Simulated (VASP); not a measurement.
# LiF (P1) in VASP: relaxation of cell and atoms with PBEsol

Aim: the relaxation of cell and atoms of LiF with PBEsol.

All numbers are computed with VASP 6.6.1; they aren't measurements. Logs are shortened: lines on timing, memory, paths and dates and some standing lists are left out, and cuts for length are marked.

## 1. The cell of the first run

The typed cell holds 8 atoms: a = 5.014 Å, b = 5.001 Å, c = 2.574 Å, α = 90.40°, β = 89.36°, γ = 90.05°.

## 2. Relaxation of cell and atoms, PBEsol

Contents of INCAR:

```
PREC = Accurate
ENCUT = 600
EDIFF = 1E-6
ISMEAR = -1
SIGMA = 0.05
LREAL = False
LASPH = True
NELM = 60
ALGO = Normal
ISIF = 3
LWAVE = False
LCHARG = False
GGA = PS
IBRION = 2
NSW = 100
EDIFFG = -0.01
```

Contents of KPOINTS:

```
Automatic mesh
0
Gamma
  4 4 8
```

Contents of POSCAR:

```
LiF
1.0
    5.0143553001     -0.0022376507      0.0284764442
   -0.0022376507      5.0010311129     -0.0178829334
    0.0142382221     -0.0089414667      2.5737996519
Li F
4 4
Direct
    0.0146272265     -0.0020691913     -0.0522972946
   -0.0031190383      0.5230262109     -0.0097715640
    0.4979227419     -0.0411101664      0.0210988255
    0.4968950196      0.4963360315      0.0467104291
    0.2273453330      0.2791831545      0.4699581585
    0.2270173876      0.7377723725      0.5314805127
    0.7471618793      0.2557703628      0.5289350420
    0.7405589907      0.7818884165      0.4954855408
```

Potentials or basis: VASP PAW PBE potentials, release 64 (Li_sv, F).

The run is started by

```sh
cat potpaw_PBE.64/Li_sv/POTCAR potpaw_PBE.64/F/POTCAR > POTCAR
mpirun -np 1 vasp_std > vasp.out
```

OUTCAR:

```text
PREC = Accurate
   ENCUT = 600
   EDIFF = 1E-6
   ISMEAR = -1
   LREAL = False
   LASPH = True
   NELM = 60
   ISIF = 3
   GGA = PS
   IBRION = 2
   NSW = 100
   EDIFFG = -0.01

 ion  position               nearest neighbor table
   1  0.015  0.998  0.948-   6 1.98   8 2.10   5 2.15   7 2.16   5 2.22   8 2.24   2 2.38   3 2.44
                             3 2.60
   2  0.997  0.523  0.990-   6 1.97   5 2.10   6 2.11   5 2.14   7 2.18   8 2.23   8 2.24   1 2.38
                             4 2.51   4 2.52
   3  0.498  0.959  0.021-   8 1.95   8 2.01   6 2.16   6 2.18   4 2.31   1 2.44   1 2.60
   4  0.497  0.496  0.047-   5 2.04   7 2.15   7 2.18   6 2.19   8 2.21   3 2.31   2 2.51   2 2.52

   5  0.227  0.279  0.470-   4 2.04   2 2.10   2 2.14   1 2.15   1 2.22
   6  0.227  0.738  0.531-   2 1.97   1 1.98   2 2.11   3 2.16   3 2.18   4 2.19
   7  0.747  0.256  0.529-   4 2.15   1 2.16   4 2.18   2 2.18
   8  0.741  0.782  0.495-   3 1.95   3 2.01   1 2.10   4 2.21   2 2.23   2 2.24   1 2.24

  LATTYP: Found a triclinic cell.
 ALAT       =     2.5738545656
 B/A-ratio  =     1.9482206665
 C/A-ratio  =     1.9430249298
 COS(alpha) =     0.0009139732
 COS(beta)  =     0.0070521619
 COS(gamma) =     0.0112120987

  Lattice vectors:

 A1 = (  -0.0142382221,   0.0089414667,  -2.5737996519)
 A2 = (  -5.0143553001,   0.0022376507,  -0.0284764442)
 A3 = (  -0.0022376507,   5.0010311129,  -0.0178829334)

Analysis of symmetry for initial positions (statically):
=====================================================================
 Subroutine PRICEL returns:
 Original cell was already a primitive cell.

 Routine SETGRP: Setting up the symmetry group for a
 triclinic supercell.

 Subroutine GETGRP returns: Found  1 space group operations
 (whereof  1 operations were pure point group operations)
 out of a pool of  2 trial point group operations.

The static configuration has the point symmetry C_1 .

Analysis of symmetry for dynamics (positions and initial velocities):
=====================================================================
 Subroutine PRICEL returns:
 Original cell was already a primitive cell.

 Routine SETGRP: Setting up the symmetry group for a
 triclinic supercell.

 Subroutine GETGRP returns: Found  1 space group operations
 (whereof  1 operations were pure point group operations)
 out of a pool of  2 trial point group operations.

The dynamic configuration has the point symmetry C_1 .

 Subroutine INISYM returns: Found  1 space group operations
 (whereof  1 operations are pure point group operations),
 and found     1 'primitive' translations

[... 101 lines left out ...]
   LNONCOLLINEAR =      F non collinear calculations
   LSORBIT =      F    spin-orbit coupling
   LASPH  =      T    aspherical Exc in radial PAW
   ENCUT  =  600.0 eV  44.10 Ry    6.64 a.u.  10.02  9.99  5.14*2*pi/ulx,y,z
   NELM   =     60;   NELMIN=  2; NELMDL= -5     # of ELM steps
   EDIFF  = 0.1E-05   stopping-criterion for ELM
   LREAL  =      F    real-space projection
   EDIFFG = -.1E-01   stopping-criterion for IOM
   NSW    =    100    number of steps for IOM
   IBRION =      2    ionic relax: 0-MD 1-quasi-New 2-CG
   NFREE  =      1    steps in history (QN), initial steepest desc. (CG)
   ISIF   =      3    stress and relaxation
   ISYM   =      2    0-nonsym 1-usesym 2-fastsym
   POTIM  = 0.5000    time-step for ionic-motion
   TEBEG  =    0.0;   TEEND  =   0.0 temperature during run
   PSTRESS=    0.0 pullay stress
   NELECT =      40.0000    total number of electrons
   NUPDOWN=      -1.0000    fix difference up-down
   EMIN   =  10.00;   EMAX   =-10.00  energy-range for DOS
   EFERMI =   0.00;   METHOD = LEGACY
   ISMEAR =    -1;   SIGMA  =   0.05  broadening in eV -4-tet -1-fermi 0-gaus
   EFERMI_NEDOS =   21; number of points for ismear=-14 and -15
   IALGO  =     38    algorithm
   IMIX   =      4    mixing-type and parameters
     AMIX     =   0.40;   BMIX     =  1.00
     AMIX_MAG =   1.60;   BMIX_MAG =  1.00
  volume/ion in A,a.u.               =       8.07        54.44
  Fermi-wavevector in a.u.,A,eV,Ry     =   1.395784  2.637648 26.507029  1.948212
  Thomas-Fermi vector in A             =   2.519202
   LORBIT       =      0    0 simple, 1 ext, 2 COOP (PROOUT), +10 PAW based schemes
   GGA     = PS    functional components
   LHFCALC =     F    Hartree Fock is set to
   AEXX    =    0.0000 exact exchange contribution
   IVDW    =     0    specifies the selected vdW correction
   LEPSILON=     F    determine dielectric tensor
   LRPA    =     F    only Hartree local field effects (RPA)
 conjugate gradient relaxation of ions
 non-spin polarized calculation
  energy-cutoff  :      600.00
  volume of cell :       64.54
 maximum number of plane-waves:      2176
   NGX = 21   NGY = 19   NGZ = 11

--------------------------------------- Ionic step        1  -------------------------------------------

 number of electron      40.0000004 magnetization

 Free energy of the ion-electron system (eV)
  ---------------------------------------------------
  ext. energy  EPLUGINS =         0.00000000
  ---------------------------------------------------
  free energy    TOTEN  =       -36.81852343 eV

  energy without entropy =      -36.81852343  energy(sigma->0) =      -36.81852343

------------------------ aborting loop because EDIFF is reached ----------------------------------------

  FORCE on cell =-STRESS in cart. coord.  units (eV):
  Direction    XX          YY          ZZ          XY          YZ          ZX
  --------------------------------------------------------------------------------------
  -------------------------------------------------------------------------------------
  Total        0.8546566      2.1629946     -1.7580467     -0.1490445     -0.0770386      0.0284141
  in kB       21.2164138     53.6952336    -43.6426101     -3.6999534     -1.9124444      0.7053658
  external PRESSURE =      10.4230124 kB  Pullay stress =       0.0000000 kB
[... 1470 lines left out ...]
     24      12.2827      0.00000
     25      13.6234      0.00000

 [... further k-points ...]

[... ionic steps 4 to 58 ...]

--------------------------------------- Ionic step       59  -------------------------------------------

 number of electron      39.9999981 magnetization

------------------------ aborting loop because EDIFF is reached ----------------------------------------
[... 79 lines left out ...]
--------------------------------------- Ionic step       61  -------------------------------------------

 number of electron      39.9999980 magnetization

 Free energy of the ion-electron system (eV)
  ---------------------------------------------------
  ext. energy  EPLUGINS =         0.00000000
  ---------------------------------------------------
  free energy    TOTEN  =       -39.41275845 eV

  energy without entropy =      -39.41275845  energy(sigma->0) =      -39.41275845

 E-fermi :   0.1508     XC(G=0): -10.3082

 val. band max:       -0.9685929114   @ k =   0.0000   0.0000   0.0000
 cond. band min:       8.1219355447   @ k =   0.0000   0.0000   0.0000
 fundamental gap:      9.0905284562
 Fermi energy:         0.1507861022
[... 707 lines left out ...]
  FREE ENERGIE OF THE ION-ELECTRON SYSTEM (eV)
  ---------------------------------------------------
  free  energy   TOTEN  =       -39.4127584473 eV

  energy  without entropy=      -39.4127584473  energy(sigma->0) =      -39.41275845

 reached required accuracy - stopping structural energy minimisation
```

CONTCAR:

```text
LiF
   1.00000000000000
     4.8264369323313359   -0.8199237716975206    0.0116450044612153
    -0.8089036321930748    4.8280012329532873   -0.0264939650484298
    -0.0036847841331615    0.0133757366997661    2.8264712161299070
  Li              F
     4     4
Direct
     0.9935160091976494    0.0034292232442274    0.6288664003699652
     0.9934682562610633    0.5037613256078486    0.1288338250816430
     0.4937779433247216    0.0042891160893820    0.1292900395479055
     0.4934807863575800    0.5040870116968038    0.6290516365328666
     0.2436118666771696    0.2536743844426433    0.1297646033052687
     0.2435443270457310    0.7536369602912226    0.6287115205681392
     0.7434981483644347    0.2538057023057942    0.6286270996819665
     0.7435122030716492    0.7541134673220696    0.1284545249122416

  0.00000000E+00  0.00000000E+00  0.00000000E+00
  0.00000000E+00  0.00000000E+00  0.00000000E+00
  0.00000000E+00  0.00000000E+00  0.00000000E+00
  0.00000000E+00  0.00000000E+00  0.00000000E+00
  0.00000000E+00  0.00000000E+00  0.00000000E+00
  0.00000000E+00  0.00000000E+00  0.00000000E+00
  0.00000000E+00  0.00000000E+00  0.00000000E+00
  0.00000000E+00  0.00000000E+00  0.00000000E+00
```

Run time: 26 min. Hardware: 1 thread of Intel Xeon 6975P-C (Granite Rapids), shared host; peak memory 0.24 GiB.

Results:

```
Free energy                           : -39.4128 eV
Relaxed volume                        : 8.00 Å³/atom
Relaxed cell                          : a = 4.896 Å, b = 4.895 Å, c = 2.827 Å, α = 90.03°, β = 89.98°, γ = 109.15°
Space group after relaxing (to 0.1 Å) : Fm-3m (No. 225)
Energy gained by relaxing             : 324.3 meV/atom
Ionic steps                           : 61
Pressure after relaxing               : -0.1 GPa
Largest force after relaxing          : 0.009 eV/Å
Band gap on the k mesh                : 9.09 eV
```

Forces in eV/Å, atoms in the order of the input:
```
Li   0.002  0.007  0.001
Li   0.003 -0.001  0.000
Li  -0.003 -0.005 -0.003
Li  -0.001 -0.003  0.000
F   -0.002  0.003 -0.008
F   -0.003  0.003  0.003
F    0.001  0.005  0.004
F    0.003 -0.008  0.003
```

The path:
```
step  energy change (eV)  largest force (eV/Å)  pressure (GPa)  volume (Å³)
   1              0.0000                1.3174            1.04        64.54
   3             -0.3725                0.2672           -0.92        65.39
   5             -0.3971                0.2970           -0.42        64.91
   7             -0.4342                0.3946            0.82        63.93
   9             -0.6660                0.5736            3.10        62.73
  11             -0.8209                1.1143            6.61        61.59
  13             -0.8357                1.2649            7.55        61.42
  15             -0.8949                1.4911            8.72        61.72
  17             -1.0524                1.2179            6.61        63.08
  19             -1.4145                0.5908           -0.28        69.43
  21             -1.4813                0.6264           -1.51        71.07
  23             -1.7766                0.3514           -2.26        72.71
  25             -1.8509                0.3446           -1.00        71.20
  27             -1.9430                0.3799            0.14        68.66
  29             -1.9980                0.2542           -0.28        67.96
  31             -2.0270                0.1717            0.02        67.28
  33             -2.0522                0.1408           -0.13        67.21
  35             -2.0699                0.1697           -0.13        67.27
  37             -2.1575                0.7849            0.67        66.64
  39             -2.1668                0.7866            0.56        66.64
  41             -2.1971                0.7772            0.08        66.66
  43             -2.2001                0.7654           -0.02        66.66
  45             -2.2643                0.6468           -0.50        66.66
  47             -2.4080                0.4650           -1.59        66.66
  49             -2.4331                0.4489           -1.18        66.14
  51             -2.4984                0.3955            3.78        61.59
  53             -2.5403                0.3193            1.40        63.22
  55             -2.5874                0.0963           -0.19        64.16
  57             -2.5934                0.0478            0.03        63.90
  59             -2.5942                0.0179           -0.03        63.93
  61             -2.5942                0.0090           -0.10        63.99
```

Final structure:
```
Li F
1.0
     4.82644   -0.81992    0.01165
    -0.80890    4.82800   -0.02649
    -0.00368    0.01338    2.82647
Li F
4 4
Cartesian
  4.7901 -0.7896 1.7890
  4.3869 1.6193 0.3624
  2.3792 -0.3824 0.3711
  1.9717 2.0375 1.7704
  0.9701 1.0267 0.3629
  0.5635 3.4473 1.7599
  3.3808 0.6242 1.7787
  2.9780 3.0330 0.3518
```

Caveat: the cutoff is under 1.25 times the usual one of these potentials, so pressure, stress and relaxed cells hold a basis-set (Pulay) error; the PAW data sets were made with another functional, which shifts forces and pressure a little.
